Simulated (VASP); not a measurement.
The system is Zn3CdO.

```xyz
5
Lattice="2.4821 -5.0349 0.0000 2.4821 5.0349 0.0000 0.0000 0.0000 3.7433" Properties=species:S:1:pos:R:3 pbc="T T T"
Zn    1.2411    2.5175    1.8716
Zn    1.2411   -2.5175    1.8716
Zn    2.4821    0.0000    1.8716
Cd    0.0000    0.0000    0.0000
O     2.4821    0.0000    0.0000
```

The cell was generated, and may not be a known phase.

- Program: VASP 6.6.1
- Task: relaxation of cell and atoms
- Functional: PBE
- Potentials or basis: VASP PAW PBE potentials, release 64 (Zn, Cd, O)
- Cutoff: 600 eV
- k mesh: 8 × 8 × 10
- Occupations: gaussian, width 0.1 eV
- Spin: no spin polarisation

At the start: pressure 0.5 GPa; volume 18.71 Å³/atom.

**Question.** How do energy, volume and symmetry change on relaxing?

**Answer.** Over 12 steps the energy falls by 3.7 meV/atom and the volume is 18.47 Å³/atom (-1.3 %); space group Cmmm (No. 65, to 0.1 Å) before and after.

The path:
| step | energy change (eV) | largest force (eV/Å) | pressure (GPa) | volume (Å³) |
| --- | --- | --- | --- | --- |
| 1 | 0.0000 | 0.0000 | 0.52 | 93.56 |
| 2 | -0.0078 | 0.0000 | -0.26 | 94.39 |
| 3 | -0.0087 | 0.0000 | -0.62 | 94.79 |
| 4 | -0.0134 | 0.0000 | -0.48 | 94.07 |
| 5 | -0.0178 | 0.0000 | 0.09 | 91.90 |
| 6 | -0.0182 | 0.0000 | -0.05 | 92.42 |
| 7 | -0.0182 | 0.0000 | -0.04 | 92.38 |
| 8 | -0.0186 | 0.0000 | 0.03 | 92.25 |
| 9 | -0.0186 | 0.0000 | 0.07 | 92.21 |
| 10 | -0.0186 | 0.0000 | 0.11 | 92.13 |
| 11 | -0.0186 | 0.0000 | 0.08 | 92.19 |
| 12 | -0.0187 | 0.0000 | -0.04 | 92.37 |

Final structure:
```
Zn Cd O
1.0
     2.49041   -4.85509    0.00000
     2.49041    4.85509    0.00000
     0.00000    0.00000    3.81967
Zn Cd O
3 1 1
Direct
  0.00000 0.50000 0.50000
  0.50000 0.00000 0.50000
  0.50000 0.50000 0.50000
  0.00000 0.00000 0.00000
  0.50000 0.50000 0.00000
```
